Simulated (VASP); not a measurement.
# GaAs2 (P-3m1) in VASP: notebook, part 2 of 2

VASP 6.6.1. Earlier steps stand in the parts before.

## Step 3: Single point, PBE

This run uses another cell than the first one: it holds 12 atoms, not 6.

INCAR

```
PREC     = Accurate       # precision mode
ENCUT    = 520            # plane-wave cutoff, eV
EDIFF    = 1E-6           # SCF threshold, eV
ISMEAR   = 0              # smearing method
SIGMA    = 0.2            # smearing width, eV
LREAL    = False          # projectors in reciprocal space
LASPH    = True           # aspherical terms in the spheres
NELM     = 100            # most SCF steps
ALGO     = Normal         # electronic algorithm
ISIF     = 2              # what is computed and relaxed
LWAVE    = False          # write WAVECAR
LCHARG   = False          # write CHGCAR
GGA      = PE             # functional
NBANDS   = 58             # bands
```

KPOINTS

```
regular mesh
0
Gamma
  6 4 2
```

POSCAR

```
GaAs2
1.0
    1.9653794369     -3.4041370408      0.0000000000
   -5.8961383106     -3.4041370408      0.0000000000
    0.0000000000      0.0000000000    -11.4251423663
Ga As
4 8
Direct
    0.5000000000      0.8333333333      0.9169365095
    0.0000000000      0.3333333333      0.9169365095
    0.0000000000      0.6666666667      0.0830634905
    0.5000000000      0.1666666667      0.0830634905
    0.0000000000      0.6666666667      0.4430650746
    0.5000000000      0.1666666667      0.4430650746
    0.5000000000      0.8333333333      0.5569349254
    0.0000000000      0.3333333333      0.5569349254
    0.0000000000      0.6666666667      0.8362482631
    0.5000000000      0.1666666667      0.8362482631
    0.5000000000      0.8333333333      0.1637517369
    0.0000000000      0.3333333333      0.1637517369
```

Potentials or basis: VASP PAW PBE potentials, release 64 (Ga_d, As).

Launch:

```sh
cat potpaw_PBE.64/Ga_d/POTCAR potpaw_PBE.64/As/POTCAR > POTCAR
mpirun -np 1 vasp_std > vasp.out
```

OUTCAR:

```text
PREC = Accurate
   ENCUT = 520
   EDIFF = 1E-6
   ISMEAR = 0
   LREAL = False
   LASPH = True
   NELM = 100
   ISIF = 2
   GGA = PE

 ion  position               nearest neighbor table
   1  0.500  0.833  0.917-   9 2.45   9 2.45  10 2.45  11 2.82
   2  0.000  0.333  0.917-  10 2.45  10 2.45   9 2.45  12 2.82
   3  0.000  0.667  0.083-  11 2.45  11 2.45  12 2.45   9 2.82
   4  0.500  0.167  0.083-  12 2.45  12 2.45  11 2.45  10 2.82
   5  0.000  0.667  0.443-   7 2.62   7 2.62   8 2.62
   6  0.500  0.167  0.443-   8 2.62   8 2.62   7 2.62
   7  0.500  0.833  0.557-   5 2.62   5 2.62   6 2.62
   8  0.000  0.333  0.557-   6 2.62   6 2.62   5 2.62
   9  0.000  0.667  0.836-   1 2.45   1 2.45   2 2.45   3 2.82
  10  0.500  0.167  0.836-   2 2.45   2 2.45   1 2.45   4 2.82
  11  0.500  0.833  0.164-   3 2.45   3 2.45   4 2.45   1 2.82
  12  0.000  0.333  0.164-   4 2.45   4 2.45   3 2.45   2 2.82

  LATTYP: Found a simple orthorhombic cell.
 ALAT       =     3.9307588737
 B/A-ratio  =     1.7320508076
 C/A-ratio  =     2.9065996499

  Lattice vectors:

 A1 = (   1.9653794369,  -3.4041370408,   0.0000000000)
 A2 = (  -5.8961383106,  -3.4041370408,   0.0000000000)
 A3 = (   0.0000000000,   0.0000000000, -11.4251423663)

Analysis of symmetry for initial positions (statically):
=====================================================================
 Subroutine PRICEL returns following result:

  LATTYP: Found a hexagonal cell.
 ALAT       =     3.9307588737
 C/A-ratio  =     2.9065996499

  Lattice vectors:

 A1 = (  -1.9653794369,   3.4041370408,   0.0000000000)
 A2 = (   3.9307588738,   0.0000000000,   0.0000000000)
 A3 = (   0.0000000000,   0.0000000000, -11.4251423663)

   2 primitive cells build up your supercell.
[... 165 lines left out ...]
   GGA     = PE    functional components
   LHFCALC =     F    Hartree Fock is set to
   AEXX    =    0.0000 exact exchange contribution
   IVDW    =     0    specifies the selected vdW correction
   LEPSILON=     F    determine dielectric tensor
   LRPA    =     F    only Hartree local field effects (RPA)
 non-spin polarized calculation
 Gauss-broadening in eV      SIGMA  =   0.20
  energy-cutoff  :      520.00
  volume of cell :      305.76
 maximum number of plane-waves:      8273
 NGX is ok and might be reduce to    30

 number of electron      91.9999995 magnetization

 Free energy of the ion-electron system (eV)
  ---------------------------------------------------
  ext. energy  EPLUGINS =         0.00000000
  ---------------------------------------------------
  free energy    TOTEN  =       -49.39939284 eV

  energy without entropy =      -49.38438819  energy(sigma->0) =      -49.39189052

 E-fermi :   3.4207     XC(G=0):  -9.0401

 val. band max:        3.3854430896   @ k =   0.1667   0.0000   0.5000
 cond. band min:       3.4249130942   @ k =   0.0000   0.2500   0.5000
 fundamental gap:      0.0394700046
 Fermi energy:         3.4206940279

 k-point     1 :       0.0000    0.0000    0.0000
  band No.  band energies     occupation
      1     -11.9481      2.00000
      2     -11.9237      2.00000
      3     -11.8575      2.00000
      4     -11.8409      2.00000
      5     -11.8405      2.00000
      6     -11.8389      2.00000
[... 1453 lines left out ...]
     57       6.4986      0.00000
     58       6.6769      0.00000

------------------------ aborting loop because EDIFF is reached ----------------------------------------

  FORCE on cell =-STRESS in cart. coord.  units (eV):
  Direction    XX          YY          ZZ          XY          YZ          ZX
  --------------------------------------------------------------------------------------
  -------------------------------------------------------------------------------------
  Total        0.7470282      0.9339321     -0.1889664     -0.1618635     -0.0044775     -0.0077552
  in kB        3.9144661      4.8938522     -0.9901935     -0.8481733     -0.0234623     -0.0406375
  external PRESSURE =       2.6060416 kB  Pullay stress =       0.0000000 kB

 VOLUME and BASIS-vectors are now :
 -----------------------------------------------------------------------------
  energy-cutoff  :      520.00
  volume of cell :      305.76
      direct lattice vectors                 reciprocal lattice vectors
     1.965379437 -3.404137041  0.000000000     0.127201901 -0.220320155  0.000000000
    -5.896138311 -3.404137041  0.000000000    -0.127201901 -0.073440052  0.000000000
     0.000000000  0.000000000-11.425142366     0.000000000  0.000000000 -0.087526262

 POSITION                                       TOTAL-FORCE (eV/Angst)
 -----------------------------------------------------------------------------------
     -3.93076     -4.53885    -10.47613        -0.000007     -0.000004     -0.003445
     -1.96538     -1.13471    -10.47613        -0.000007     -0.000004     -0.003445
     -3.93076     -2.26942     -0.94901         0.000007      0.000004      0.003445
     -0.00000     -2.26942     -0.94901         0.000007      0.000004      0.003445
     -3.93076     -2.26942     -5.06208        -0.005707     -0.003295     -0.027524
     -0.00000     -2.26942     -5.06208        -0.005707     -0.003295     -0.027524
     -3.93076     -4.53885     -6.36306         0.005707      0.003295      0.027524
     -1.96538     -1.13471     -6.36306         0.005707      0.003295      0.027524
     -3.93076     -2.26942     -9.55426        -0.001538     -0.000888      0.021680
     -0.00000     -2.26942     -9.55426        -0.001538     -0.000888      0.021680
     -3.93076     -4.53885     -1.87089         0.001538      0.000888     -0.021680
     -1.96538     -1.13471     -1.87089         0.001538      0.000888     -0.021680
 -----------------------------------------------------------------------------------
    total drift:                               -0.000000     -0.000000     -0.000000

  FREE ENERGIE OF THE ION-ELECTRON SYSTEM (eV)
  ---------------------------------------------------
  free  energy   TOTEN  =       -49.3993928353 eV

  energy  without entropy=      -49.3843881949  energy(sigma->0) =      -49.39189052
```

stdout:

```text
POSCAR found type information on POSCAR GaAs
 POSCAR found :  2 types and      12 ions
 scaLAPACK will be used
 LDA part: xc-table for (Slater+PW92), standard interpolation
 POSCAR, INCAR and KPOINTS ok, starting setup
 FFT: planning ... GRIDC
 FFT: planning ... GRID_SOFT
 FFT: planning ... GRID
 WAVECAR not read
 entering main loop
```

Run time: 14 min. Hardware: 1 thread of Intel Xeon 8259CL, shared host; peak memory 0.55 GiB.

Results:

* Free energy: -49.3994 eV
* Pressure: 0.3 GPa
* Largest force: 0.028 eV/Å
* Band gap on the k mesh: zero (bands 46 and 47 overlap by 0.22 eV)

Forces in eV/Å, atoms in the order of the input:
```
Ga   0.000  0.000 -0.003
Ga   0.000  0.000 -0.003
Ga   0.000  0.000  0.003
Ga   0.000  0.000  0.003
As  -0.006 -0.003 -0.028
As  -0.006 -0.003 -0.028
As   0.006  0.003  0.028
As   0.006  0.003  0.028
As  -0.002 -0.001  0.022
As  -0.002 -0.001  0.022
As   0.002  0.001 -0.022
As   0.002  0.001 -0.022
```

Caveat: semilocal functionals underestimate gaps, so a narrow gap can read as zero; this functional lacks dispersion, which binds the layers, so the pressure and a relaxed spacing across them are unreliable.
